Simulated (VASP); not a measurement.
# BeS (F-43m) in VASP: a series of runs

BeS is run at these levels: HF, r2SCANh, HSE06; tasks: single point, relaxation of cell and atoms.

All numbers are computed with VASP 6.6.1; they aren't measurements. Logs are shortened: lines on timing, memory, paths and dates and some standing lists are left out, and cuts for length are marked.

## 1. The cell of the first run

Symmetry: F-43m, No. 216, cubic system. The conventional cell has a = 4.869 Å, b = 4.869 Å, c = 4.869 Å, α = 90.00°, β = 90.00°, γ = 90.00°. Within 2.8 Å of Be (site symmetry -43m) lie 4 S at 2.11 Å. S (site symmetry -43m) has 4 Be at 2.11 Å within 2.8 Å.

## 2. Single point, HF

Contents of POSCAR:

```
BeS
1.0
    0.0000000000      2.4343058979      2.4343058979
    2.4343058979      0.0000000000      2.4343058979
    2.4343058979      2.4343058979      0.0000000000
Be S
1 1
Direct
    0.0000000000      0.0000000000      0.0000000000
    0.7500000000      0.7500000000      0.7500000000
```

Contents of INCAR.step1:

```
PREC     = Accurate       # precision mode
ENCUT    = 520            # plane-wave cutoff, eV
EDIFF    = 1E-5           # SCF threshold, eV
ISMEAR   = 0              # smearing method
SIGMA    = 0.01           # smearing width, eV
LREAL    = False          # projectors in reciprocal space
LASPH    = True           # aspherical terms in the spheres
NELM     = 60             # most SCF steps
ALGO     = Normal         # electronic algorithm
ISIF     = 2              # what is computed and relaxed
LWAVE    = True           # write WAVECAR
LCHARG   = False          # write CHGCAR
NBANDS   = 11             # bands
GGA      = PE             # functional
```

Contents of INCAR.step2:

```
PREC     = Accurate       # precision mode
ENCUT    = 520            # plane-wave cutoff, eV
EDIFF    = 1E-6           # SCF threshold, eV
ISMEAR   = 0              # smearing method
SIGMA    = 0.01           # smearing width, eV
LREAL    = False          # projectors in reciprocal space
LASPH    = True           # aspherical terms in the spheres
NELM     = 60             # most SCF steps
ALGO     = Normal         # electronic algorithm
ISIF     = 2              # what is computed and relaxed
LWAVE    = False          # write WAVECAR
LCHARG   = False          # write CHGCAR
GGA      = PE             # functional
LHFCALC  = True           # exact exchange
AEXX     = 1.0            # exact-exchange fraction
ALDAC    = 0.0          
AGGAC    = 0.0          
PRECFOCK = Normal       
NBANDS   = 11             # bands
ISTART   = 1
```

Contents of KPOINTS:

```
regular mesh
0
Gamma
  6 6 6
```

Potentials or basis: VASP PAW PBE potentials, release 64 (Be, S).

Launch:

```
$ cat potpaw_PBE.64/Be/POTCAR potpaw_PBE.64/S/POTCAR > POTCAR
$ cp INCAR.step1 INCAR
$ mpirun -np 1 vasp_std > vasp.out
$ cp INCAR.step2 INCAR
$ mpirun -np 1 vasp_std > vasp.out
```

OUTCAR:

```text
PREC = Accurate
   ENCUT = 520
   EDIFF = 1E-6
   ISMEAR = 0
   LREAL = False
   LASPH = True
   NELM = 60
   ISIF = 2
   GGA = PE
   LHFCALC = True
   AEXX = 1.0
   PRECFOCK = Normal
   ISTART = 1

 ion  position               nearest neighbor table
   1  0.000  0.000  0.000-   2 2.11   2 2.11   2 2.11   2 2.11
   2  0.750  0.750  0.750-   1 2.11   1 2.11   1 2.11   1 2.11

  LATTYP: Found a face centered cubic cell.
 ALAT       =     4.8686117958

  Lattice vectors:

 A1 = (   0.0000000000,   2.4343058979,   2.4343058979)
 A2 = (   2.4343058979,   0.0000000000,   2.4343058979)
 A3 = (   2.4343058979,   2.4343058979,   0.0000000000)

Analysis of symmetry for initial positions (statically):
=====================================================================
 Subroutine PRICEL returns:
 Original cell was already a primitive cell.

 Routine SETGRP: Setting up the symmetry group for a
 face centered cubic supercell.

 Subroutine GETGRP returns: Found 24 space group operations
 (whereof 24 operations were pure point group operations)
 out of a pool of 48 trial point group operations.

The static configuration has the point symmetry T_d .

Analysis of symmetry for dynamics (positions and initial velocities):
=====================================================================
 Subroutine PRICEL returns:
 Original cell was already a primitive cell.

 Routine SETGRP: Setting up the symmetry group for a
 face centered cubic supercell.

 Subroutine GETGRP returns: Found 24 space group operations
 (whereof 24 operations were pure point group operations)
 out of a pool of 48 trial point group operations.

The dynamic configuration has the point symmetry T_d .

 Subroutine INISYM returns: Found 24 space group operations
 (whereof 24 operations are pure point group operations),
 and found     1 'primitive' translations

----------------------------------------------------------------------------------------

                                     Primitive cell

  volume of cell :      28.8506

  direct lattice vectors                    reciprocal lattice vectors
     0.000000000  2.434305898  2.434305898    -0.205397358  0.205397358  0.205397358
     2.434305898  0.000000000  2.434305898     0.205397358 -0.205397358  0.205397358
     2.434305898  2.434305898  0.000000000     0.205397358  0.205397358 -0.205397358

  length of vectors
     3.442628416  3.442628416  3.442628416     0.355758660  0.355758660  0.355758660
[... 88 lines left out ...]
   EFERMI_NEDOS =   21; number of points for ismear=-14 and -15
   IALGO  =     38    algorithm
   IMIX   =      1    mixing-type and parameters
     AMIX     =   0.40;   BMIX     =  1.00
     AMIX_MAG =   1.60;   BMIX_MAG =  1.00
  volume/ion in A,a.u.               =      14.43        97.35
  Fermi-wavevector in a.u.,A,eV,Ry     =   1.067545  2.017368 15.505922  1.139653
  Thomas-Fermi vector in A             =   2.203165
   LORBIT       =      0    0 simple, 1 ext, 2 COOP (PROOUT), +10 PAW based schemes
   GGA     = PE    functional components
   LHFCALC =     T    Hartree Fock is set to
   PRECFOCK=normal    Normal, Fast or Accurate (Low or Medium for compatibility)
   ENCUT4O =  -1.0   cutoff for four orbital integrals eV
   NKREDX  =     1    reduce k-point grid by
   NKREDY  =     1    reduce k-point grid by
   NKREDZ  =     1    reduce k-point grid by
   AEXX    =    1.0000 exact exchange contribution
   HFSCREEN=    0.0000 screening length (either q_TF or 0.3 A-1)
   HFSCREENC=   0.0000 screening length for correlation (either q_TF or 0.3 A-1)
   ENCUTFOCK=  -1.0 apply spherical cutoff to Coloumb kernel
   IVDW    =     0    specifies the selected vdW correction
   LEPSILON=     F    determine dielectric tensor
   LRPA    =     F    only Hartree local field effects (RPA)
 non-spin polarized calculation
 Gauss-broadening in eV      SIGMA  =   0.01
  energy-cutoff  :      520.00
  volume of cell :       28.85
 maximum number of plane-waves:       791
 NGX is ok and might be reduce to    28
  NGX = 20; NGY = 20; NGZ = 20

 number of electron       7.9999999 magnetization

 Free energy of the ion-electron system (eV)
  ---------------------------------------------------
  ext. energy  EPLUGINS =         0.00000000
  ---------------------------------------------------
  free energy    TOTEN  =       -15.96495091 eV

  energy without entropy =      -15.96495091  energy(sigma->0) =      -15.96495091

 E-fermi :   1.1624     XC(G=0):   0.0000

 val. band max:        1.0430041733   @ k =   0.0000   0.0000   0.0000
 cond. band min:      11.5406897871   @ k =   0.5000   0.5000   0.0000
 fundamental gap:     10.4976856139
 Fermi energy:         1.1623999767

 k-point     1 :       0.0000    0.0000    0.0000
  band No.  band energies     occupation
      1     -17.9792      2.00000
      2       1.0430      2.00000
      3       1.0430      2.00000
      4       1.0430      2.00000
      5      14.9848      0.00000
      6      14.9848      0.00000
      7      14.9848      0.00000
      8      15.1660      0.00000
      9      23.0426      0.00000
     10      23.0426      0.00000
     11      25.0115      0.00000
[... 197 lines left out ...]
 k-point    16 :      -0.3333    0.5000    0.1667
  band No.  band energies     occupation
      1     -14.9928      2.00000
      2      -5.2476      2.00000
      3      -3.4070      2.00000
      4      -2.9514      2.00000
      5      13.9006      0.00000
      6      15.8230      0.00000
      7      20.2878      0.00000
      8      20.8795      0.00000
      9      25.5455      0.00000
     10      25.6466      0.00000
     11      28.3914      0.00000

------------------------ aborting loop because EDIFF is reached ----------------------------------------

  FORCE on cell =-STRESS in cart. coord.  units (eV):
  Direction    XX          YY          ZZ          XY          YZ          ZX
  --------------------------------------------------------------------------------------
  -------------------------------------------------------------------------------------
  Total        0.7527408      0.7527408      0.7527408     -0.0000000     -0.0000000      0.0000000
  in kB       41.8023420     41.8023420     41.8023420     -0.0000000     -0.0000000      0.0000000
  external PRESSURE =      41.8023420 kB  Pullay stress =       0.0000000 kB

 VOLUME and BASIS-vectors are now :
 -----------------------------------------------------------------------------
  energy-cutoff  :      520.00
  volume of cell :       28.85
      direct lattice vectors                 reciprocal lattice vectors
     0.000000000  2.434305898  2.434305898    -0.205397358  0.205397358  0.205397358
     2.434305898  0.000000000  2.434305898     0.205397358 -0.205397358  0.205397358
     2.434305898  2.434305898  0.000000000     0.205397358  0.205397358 -0.205397358

 POSITION                                       TOTAL-FORCE (eV/Angst)
 -----------------------------------------------------------------------------------
      0.00000      0.00000      0.00000         0.000000     -0.000000      0.000000
      3.65146      3.65146      3.65146        -0.000000      0.000000     -0.000000
 -----------------------------------------------------------------------------------
    total drift:                                0.000001      0.000002      0.000002

  FREE ENERGIE OF THE ION-ELECTRON SYSTEM (eV)
  ---------------------------------------------------
  free  energy   TOTEN  =       -15.9649509138 eV

  energy  without entropy=      -15.9649509138  energy(sigma->0) =      -15.96495091
```

OSZICAR.step1:

```text
N       E                     dE             d eps       ncg     rms          rms(c)
DAV:   1     0.204745161166E+02    0.20475E+02   -0.37817E+03   352   0.622E+02
DAV:   2    -0.902612366439E+01   -0.29501E+02   -0.28327E+02   467   0.112E+02
DAV:   3    -0.101732353279E+02   -0.11471E+01   -0.11448E+01   438   0.230E+01
DAV:   4    -0.101799712373E+02   -0.67359E-02   -0.67346E-02   441   0.203E+00
DAV:   5    -0.101800331655E+02   -0.61928E-04   -0.61927E-04   459   0.196E-01    0.557E+00
DAV:   6    -0.100480945403E+02    0.13194E+00   -0.11933E-01   405   0.163E+00    0.380E+00
DAV:   7    -0.100091244902E+02    0.38970E-01   -0.11487E-01   424   0.177E+00    0.101E+00
DAV:   8    -0.100103650211E+02   -0.12405E-02   -0.64743E-03   461   0.409E-01    0.142E-01
DAV:   9    -0.100104598728E+02   -0.94852E-04   -0.51278E-04   442   0.143E-01    0.291E-02
DAV:  10    -0.100105040283E+02   -0.44155E-04   -0.78676E-05   417   0.493E-02    0.100E-02
DAV:  11    -0.100105089209E+02   -0.48927E-05   -0.17737E-05   441   0.216E-02
   1 F= -.10010509E+02 E0= -.10010509E+02  d E =-.180461E-87
```

Run time: 4.3 min. Hardware: 1 thread of Intel Xeon 6975P-C (Granite Rapids), shared host; peak memory 0.16 GiB.

Results:

| Property | Result |
| --- | --- |
| Free energy | -15.9650 eV |
| Pressure | 4.2 GPa |
| Band gap on the k mesh | 10.50 eV (least direct gap 13.94 eV) |

Caveat: the cell stands under pressure; the PAW data sets were made with another functional, which shifts forces and pressure a little.

## 3. Single point, r2SCANh

POSCAR is that of step 2.

Contents of INCAR.step1:

```
ALGO = Normal
EDIFF = 1E-5
ENCUT = 520
GGA = PE
ISIF = 2
ISMEAR = 0
LASPH = T
LREAL = F
LWAVE = T
NBANDS = 11
NELM = 100
PREC = Accurate
SIGMA = 0.01
```

Contents of INCAR.step2:

```
AEXX = 0.1
ALGO = Normal
EDIFF = 1E-7
ENCUT = 520
ISIF = 2
ISMEAR = 0
ISTART = 1
LASPH = T
LCHARG = T
LELF = T
LHFCALC = T
LMIXTAU = T
LREAL = F
LVHAR = T
LWAVE = F
METAGGA = R2SCAN
NBANDS = 11
NELM = 100
PREC = Accurate
PRECFOCK = Normal
SIGMA = 0.01
```

Contents of KPOINTS:

```
k-points
0
Gamma
  6 6 6
```

Potentials or basis: VASP PAW PBE potentials, release 64 (Be, S).

Launch:

```
$ cat potpaw_PBE.64/Be/POTCAR potpaw_PBE.64/S/POTCAR > POTCAR
$ cp INCAR.step1 INCAR
$ mpirun -np 1 vasp_std > vasp.out
$ cp INCAR.step2 INCAR
$ mpirun -np 1 vasp_std > vasp.out
```

Run time: 3.5 min. Hardware: 1 thread of Intel Xeon 6975P-C (Granite Rapids), shared host; peak memory 0.17 GiB.

The run converged. Its results:

```
Free energy            : -15.0761 eV
Pressure               : -0.1 GPa
Band gap on the k mesh : 4.18 eV (least direct gap 6.94 eV)
```

Levels at points of the mesh, in eV from the valence-band top:
```csv
k point,band 1,band 2,band 3,band 4,band 5,band 6,band 7,band 8,band 9
"(0.00, 0.00, 0.00)",-14.71,0.00,0.00,0.00,6.94,6.94,6.94,7.20,14.19
"(0.50, 0.00, 0.00)",-13.00,-6.11,-1.08,-1.08,6.70,7.83,7.83,12.70,16.52
"(0.50, 0.50, 0.00)",-12.42,-5.33,-2.77,-2.77,4.18,6.03,14.61,14.61,17.39
```

Caveat: the PAW data sets were made with another functional, which shifts forces and pressure a little.

(Part 1 of 2 ends here.)
